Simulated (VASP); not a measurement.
Here is a VASP 6.6.1 calculation.

Contents of POSCAR:

```
Sc
1.0
    3.3715484507      0.0000000000      0.0000000000
   -1.6857742253      2.9198466084      0.0000000000
    0.0000000000      0.0000000000     10.8739092058
Sc
4
Direct
    0.0000000000      0.0000000000      0.0000000000
    0.0000000000      0.0000000000      0.5000000000
    0.3333333333      0.6666666667      0.7500000000
    0.6666666667      0.3333333333      0.2500000000
```

INCAR.step1

```
PREC     = Accurate       # precision mode
ENCUT    = 520            # plane-wave cutoff, eV
ISMEAR   = 0              # smearing method
SIGMA    = 0.1            # smearing width, eV
LREAL    = F              # projectors in reciprocal space
LASPH    = T              # aspherical terms in the spheres
NELM     = 80             # most SCF steps
NBANDS   = 30             # bands
GGA      = PE             # functional
ALGO     = Normal         # electronic algorithm
EDIFF    = 1E-4           # SCF threshold, eV
LWAVE    = T              # write WAVECAR
LCHARG   = F              # write CHGCAR
```

Contents of INCAR.step2:

```
PREC     = Accurate       # precision mode
ENCUT    = 520            # plane-wave cutoff, eV
EDIFF    = 1E-6           # SCF threshold, eV
ISMEAR   = 0              # smearing method
SIGMA    = 0.1            # smearing width, eV
LREAL    = F              # projectors in reciprocal space
LASPH    = T              # aspherical terms in the spheres
NELM     = 80             # most SCF steps
ALGO     = Normal         # electronic algorithm
ISIF     = 2              # what is computed and relaxed
LWAVE    = F              # write WAVECAR
LCHARG   = F              # write CHGCAR
METAGGA  = R2SCAN         # meta-GGA
LMIXTAU  = T            
NBANDS   = 30             # bands
ISTART   = 1
```

File KPOINTS:

```
regular mesh
0
Gamma
  6 6 2
```

Potentials or basis: VASP PAW PBE potentials, release 64 (Sc_sv).

Command:

```console
$ cat potpaw_PBE.64/Sc_sv/POTCAR > POTCAR
$ cp INCAR.step1 INCAR
$ mpirun -np 1 vasp_std > vasp.out
$ cp INCAR.step2 INCAR
$ mpirun -np 1 vasp_std > vasp.out
```

(1) What does it give for the pressure?

(2) What does it give for the band gap on the k mesh?

Results:

(1) -3.2 GPa.

(2) zero (bands 22 and 23 overlap by 1.12 eV).

Caveat: the cell stands under tension; the PAW data sets were made with another functional, which shifts forces and pressure a little.
